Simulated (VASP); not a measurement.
# Sc (P6_3/mmc) in VASP: single point with r2SCAN

Aim: the single point of Sc with r2SCAN.

All numbers are computed with VASP 6.6.1; they aren't measurements. Logs are shortened: lines on timing, memory, paths and dates and some standing lists are left out, and cuts for length are marked.

### 1 The cell of the first run

It takes space group P6_3/mmc (No. 194, hexagonal). The conventional cell has a = 3.087 Å, b = 3.087 Å, c = 4.724 Å, α = 90.00°, β = 90.00°, γ = 120.00°. Sc (site symmetry -6m2) has 12 Sc at 2.96 to 3.09 Å within 3.9 Å.

### 2 Single point, r2SCAN

POSCAR

```
Sc
1.0
    3.0866330995      0.0000002773      0.0000000000
   -1.5433167899      2.6731025377      0.0000000000
    0.0000000000      0.0000000000      4.7240699938
Sc
2
Direct
    0.3333333333      0.6666666667      0.2500000000
    0.6666666667      0.3333333333      0.7500000000
```

INCAR.step1

```
SYSTEM = Sc
PREC = Accurate
ENCUT = 520
ISMEAR = -1
SIGMA = 0.1
LREAL = .FALSE.
LASPH = .TRUE.
NELM = 100
NBANDS = 18
GGA = PE
ALGO = Normal
EDIFF = 1E-4
LWAVE = .TRUE.
LCHARG = .FALSE.
```

INCAR.step2

```
SYSTEM = Sc
PREC = Accurate
ENCUT = 520
EDIFF = 1E-6
ISMEAR = -1
SIGMA = 0.1
LREAL = .FALSE.
LASPH = .TRUE.
NELM = 100
ALGO = Normal
ISIF = 2
LWAVE = .FALSE.
LCHARG = .FALSE.
METAGGA = R2SCAN
LMIXTAU = .TRUE.
NBANDS = 18
ISTART = 1
```

KPOINTS

```
regular mesh
0
G
  12 12 7
  0 0 0
```

Potentials or basis: VASP PAW PBE potentials, release 64 (Sc_sv).

Started as:

```console
cat potpaw_PBE.64/Sc_sv/POTCAR > POTCAR
cp INCAR.step1 INCAR
mpirun -np 1 vasp_std > vasp.out
cp INCAR.step2 INCAR
mpirun -np 1 vasp_std > vasp.out
```

OUTCAR:

```text
SYSTEM = Sc
   PREC = Accurate
   ENCUT = 520
   EDIFF = 1E-6
   ISMEAR = -1
   LREAL = .FALSE.
   LASPH = .TRUE.
   NELM = 100
   ISIF = 2
   METAGGA = R2SCAN
   ISTART = 1

 ion  position               nearest neighbor table
   1  0.333  0.667  0.250-   2 2.96   2 2.96   2 2.96   2 2.96   2 2.96   2 2.96
   2  0.667  0.333  0.750-   1 2.96   1 2.96   1 2.96   1 2.96   1 2.96   1 2.96

  LATTYP: Found a hexagonal cell.
 ALAT       =     3.0866330995
 C/A-ratio  =     1.5304928838

  Lattice vectors:

 A1 = (   3.0866330995,   0.0000002773,   0.0000000000)
 A2 = (  -1.5433167899,   2.6731025377,   0.0000000000)
 A3 = (   0.0000000000,   0.0000000000,   4.7240699938)

Analysis of symmetry for initial positions (statically):
=====================================================================
 Subroutine PRICEL returns:
 Original cell was already a primitive cell.

 Routine SETGRP: Setting up the symmetry group for a
 hexagonal supercell.

 Subroutine GETGRP returns: Found 24 space group operations
 (whereof 12 operations were pure point group operations)
 out of a pool of 24 trial point group operations.

The static configuration has the point symmetry D_3d.
 The point group associated with its full space group is D_6h.

Analysis of symmetry for dynamics (positions and initial velocities):
=====================================================================
 Subroutine PRICEL returns:
 Original cell was already a primitive cell.

 Routine SETGRP: Setting up the symmetry group for a
 hexagonal supercell.

 Subroutine GETGRP returns: Found 24 space group operations
 (whereof 12 operations were pure point group operations)
 out of a pool of 24 trial point group operations.

The dynamic configuration has the point symmetry D_3d.
 The point group associated with its full space group is D_6h.

 Subroutine INISYM returns: Found 24 space group operations
 (whereof 12 operations are pure point group operations),
 and found     1 'primitive' translations

----------------------------------------------------------------------------------------

                                     Primitive cell

  volume of cell :      38.9778

  direct lattice vectors                    reciprocal lattice vectors
     3.086633100  0.000000277  0.000000000     0.323977588  0.187048587  0.000000000
    -1.543316790  2.673102538  0.000000000    -0.000000034  0.374097115  0.000000000
     0.000000000  0.000000000  4.724069994     0.000000000  0.000000000  0.211681876

  length of vectors
     3.086633100  3.086633100  4.724069994     0.374097115  0.374097115  0.211681876

  position of ions in fractional coordinates (direct lattice)
     0.333333333  0.666666667  0.250000000
     0.666666667  0.333333333  0.750000000

  ion indices of the primitive-cell ions
   primitive index   ion index
                 1           1
                 2           2

----------------------------------------------------------------------------------------

 KPOINTS: regular mesh

Automatic generation of k-mesh.
 Grid dimensions read from file:
 generate k-points for:   12   12    7

 Generating k-lattice:

  Cartesian coordinates                     Fractional coordinates (reciprocal lattice)
     0.026998132  0.015587382  0.000000000     0.083333333  0.000000000  0.000000000
    -0.000000003  0.031174760  0.000000000     0.000000000  0.083333333  0.000000000
     0.000000000  0.000000000  0.030240268     0.000000000  0.000000000  0.142857143

  Length of vectors
     0.031174760  0.031174760  0.030240268

  Shift w.r.t. Gamma in fractional coordinates (k-lattice)
     0.000000000  0.000000000  0.000000000

 Subroutine IBZKPT returns following result:
 ===========================================

 Found     76 irreducible k-points:

 Following reciprocal coordinates:
            Coordinates               Weight
  0.000000  0.000000  0.000000      1.000000
  0.083333  0.000000  0.000000      6.000000
  0.166667  0.000000  0.000000      6.000000
  0.250000 -0.000000  0.000000      6.000000
  0.333333  0.000000  0.000000      6.000000
  0.416667  0.000000  0.000000      6.000000
[... 16 lines left out ...]
  0.250000 -0.000000  0.142857     12.000000
  0.333333  0.000000  0.142857     12.000000
 [... further k-points ...]
   k-points           NKPTS =     76   k-points in BZ     NKDIM =     76   number of bands    NBANDS=     18
   number of dos      NEDOS =    301   number of ions     NIONS =      2
   total plane-waves  NPLWV =  20736
   dimension x,y,z NGX =    24 NGY =   24 NGZ =   36
   dimension x,y,z NGXF=    48 NGYF=   48 NGZF=   72
   ions per type =               2
   NGX,Y,Z   is equivalent  to a cutoff of  12.93, 12.93, 12.67 a.u.
   NGXF,Y,Z  is equivalent  to a cutoff of  25.85, 25.85, 25.34 a.u.
 SYSTEM =  Sc
   PREC   = accura    normal or accurate (medium, high low for compatibility)
   ISTART =      1    job   : 0-new  1-cont  2-samecut
   ICHARG =      0    charge: 1-file 2-atom 10-const
   ISPIN  =      1    spin polarized calculation?
   LNONCOLLINEAR =      F non collinear calculations
   LSORBIT =      F    spin-orbit coupling
   LASPH  =      T    aspherical Exc in radial PAW
   ENCUT  =  520.0 eV  38.22 Ry    6.18 a.u.   5.74  5.74  8.78*2*pi/ulx,y,z
   NELM   =    100;   NELMIN=  2; NELMDL=  0     # of ELM steps
   EDIFF  = 0.1E-05   stopping-criterion for ELM
   LREAL  =      F    real-space projection
   EDIFFG = 0.1E-04   stopping-criterion for IOM
   NSW    =      0    number of steps for IOM
   IBRION =     -1    ionic relax: 0-MD 1-quasi-New 2-CG
   NFREE  =      0    steps in history (QN), initial steepest desc. (CG)
   ISIF   =      2    stress and relaxation
   ISYM   =      2    0-nonsym 1-usesym 2-fastsym
   POTIM  = 0.5000    time-step for ionic-motion
   TEBEG  =    0.0;   TEEND  =   0.0 temperature during run
   PSTRESS=    0.0 pullay stress
   NELECT =      22.0000    total number of electrons
   NUPDOWN=      -1.0000    fix difference up-down
   EMIN   =  10.00;   EMAX   =-10.00  energy-range for DOS
   EFERMI =   0.00;   METHOD = LEGACY
   ISMEAR =    -1;   SIGMA  =   0.10  broadening in eV -4-tet -1-fermi 0-gaus
   EFERMI_NEDOS =   21; number of points for ismear=-14 and -15
   IALGO  =     38    algorithm
   IMIX   =      4    mixing-type and parameters
     AMIX     =   0.40;   BMIX     =  1.00
     AMIX_MAG =   1.60;   BMIX_MAG =  1.00
  volume/ion in A,a.u.               =      19.49       131.52
  Fermi-wavevector in a.u.,A,eV,Ry     =   1.352934  2.556675 24.904532  1.830431
  Thomas-Fermi vector in A             =   2.480232
   LORBIT       =      0    0 simple, 1 ext, 2 COOP (PROOUT), +10 PAW based schemes
   METAGGA = R2SCAN    functional components
   LHFCALC =     F    Hartree Fock is set to
   AEXX    =    0.0000 exact exchange contribution
   IVDW    =     0    specifies the selected vdW correction
   LEPSILON=     F    determine dielectric tensor
   LRPA    =     F    only Hartree local field effects (RPA)
 non-spin polarized calculation
  energy-cutoff  :      520.00
  volume of cell :       38.98
 maximum number of plane-waves:      1085
 NGX is ok and might be reduce to    24
   NGX = 11   NGY = 11   NGZ = 17

 number of electron      21.9999999 magnetization

 Free energy of the ion-electron system (eV)
  ---------------------------------------------------
  ext. energy  EPLUGINS =         0.00000000
  ---------------------------------------------------
  free energy    TOTEN  =       -22.17260988 eV

  energy without entropy =      -22.07686031  energy(sigma->0) =      -22.12473509

 E-fermi :   5.2355     XC(G=0): -11.6692

 val. band max:        5.2304591150   @ k =   0.4167   0.0000   0.4286
 cond. band min:       5.2368405655   @ k =   0.3333   0.2500   0.4286
 fundamental gap:      0.0063814505
 Fermi energy:         5.2354656233

 k-point     1 :       0.0000    0.0000    0.0000
  band No.  band energies     occupation
      1     -45.6796      2.00000
      2     -45.4742      2.00000
      3     -23.8553      2.00000
      4     -23.0592      2.00000
      5     -23.0591      2.00000
      6     -22.9114      2.00000
[... 10 lines left out ...]
     17       8.2973      0.00000
     18       8.2974      0.00000

 k-point     2 :       0.0833    0.0000    0.0000
  band No.  band energies     occupation
      1     -45.6708      2.00000
      2     -45.4717      2.00000
      3     -23.8348      2.00000
      4     -23.0973      2.00000
      5     -23.0727      2.00000
      6     -22.9515      2.00000
[... 10 lines left out ...]
     17       8.1367      0.00000
     18       8.1592      0.00000

 k-point     3 :       0.1667    0.0000    0.0000
  band No.  band energies     occupation
      1     -45.6462      2.00000
      2     -45.4652      2.00000
      3     -23.7764      2.00000
      4     -23.2027      2.00000
      5     -23.1083      2.00000
      6     -23.0580      2.00000
[... 10 lines left out ...]
     17       8.4709      0.00000
     18       8.5141      0.00000

 k-point     4 :       0.2500   -0.0000    0.0000
  band No.  band energies     occupation
      1     -45.6109      2.00000
      2     -45.4580      2.00000
      3     -23.6882      2.00000
      4     -23.3486      2.00000
      5     -23.1962      2.00000
      6     -23.1543      2.00000
[... 375 lines left out ...]
      4     -23.1892      2.00000
      5     -23.0994      2.00000
      6     -23.0956      2.00000
[... 10 lines left out ...]
     17       8.5251      0.00000
     18       8.7014      0.00000

 k-point    23 :       0.2500   -0.0000    0.1429
  band No.  band energies     occupation
      1     -45.6034      2.00000
      2     -45.4657      2.00000
      3     -23.6775      2.00000
      4     -23.3238      2.00000
      5     -23.2318      2.00000
      6     -23.1440      2.00000
[... 10 lines left out ...]
     17       9.0150      0.00000
     18       9.0832      0.00000

 k-point    24 :       0.3333    0.0000    0.1429
  band No.  band energies     occupation
      1     -45.5663      2.00000
      2     -45.4600      2.00000
      3     -23.6346      2.00000
      4     -23.4320      2.00000
      5     -23.3506      2.00000
      6     -23.1868      2.00000
[... 10 lines left out ...]
     17       9.6190      0.00000
     18       9.6571      0.00000

 [... further k-points ...]
[... 5 lines left out ...]
  --------------------------------------------------------------------------------------
  -------------------------------------------------------------------------------------
  Total        4.9573153      4.9573153      4.9662347     -0.0000000     -0.0000000      0.0000000
  in kB      203.7699540    203.7699540    204.1365850     -0.0000000     -0.0000000      0.0000000
  external PRESSURE =     203.8921643 kB  Pullay stress =       0.0000000 kB

 VOLUME and BASIS-vectors are now :
 -----------------------------------------------------------------------------
  energy-cutoff  :      520.00
  volume of cell :       38.98
      direct lattice vectors                 reciprocal lattice vectors
     3.086633100  0.000000277  0.000000000     0.323977588  0.187048587  0.000000000
    -1.543316790  2.673102538  0.000000000    -0.000000034  0.374097115  0.000000000
     0.000000000  0.000000000  4.724069994     0.000000000  0.000000000  0.211681876

 POSITION                                       TOTAL-FORCE (eV/Angst)
 -----------------------------------------------------------------------------------
     -0.00000      1.78207      1.18102        -0.000000      0.000000      0.000000
      1.54332      0.89103      3.54305         0.000000     -0.000000      0.000000
 -----------------------------------------------------------------------------------
    total drift:                                0.000000     -0.000000      0.000000

  FREE ENERGIE OF THE ION-ELECTRON SYSTEM (eV)
  ---------------------------------------------------
  free  energy   TOTEN  =       -22.1726098845 eV

  energy  without entropy=      -22.0768603051  energy(sigma->0) =      -22.12473509
```

Run time: 3 min. Hardware: 1 thread of AMD EPYC 7R43 (Zen 3), shared host; peak memory 0.15 GiB.

Results:

```yaml
Free_energy: -22.1726 eV
Pressure: 20.4 GPa
Band_gap_on_the_k_mesh: zero (band 11 reaches 6.66 eV, above the bottom of band 12 at 4.44 eV)
```

Levels at points of the mesh, in eV from the Fermi level:
```tsv
k point	band 9	band 10	band 11	band 12	band 13	band 14
(0.00, 0.00, 0.00)	-5.83	-2.08	1.43	2.04	2.04	2.58
(0.50, 0.00, 0.00)	-1.78	-1.52	-1.04	-0.24	1.66	1.92
```

Caveat: the PAW data sets were made with another functional, which shifts forces and pressure a little.
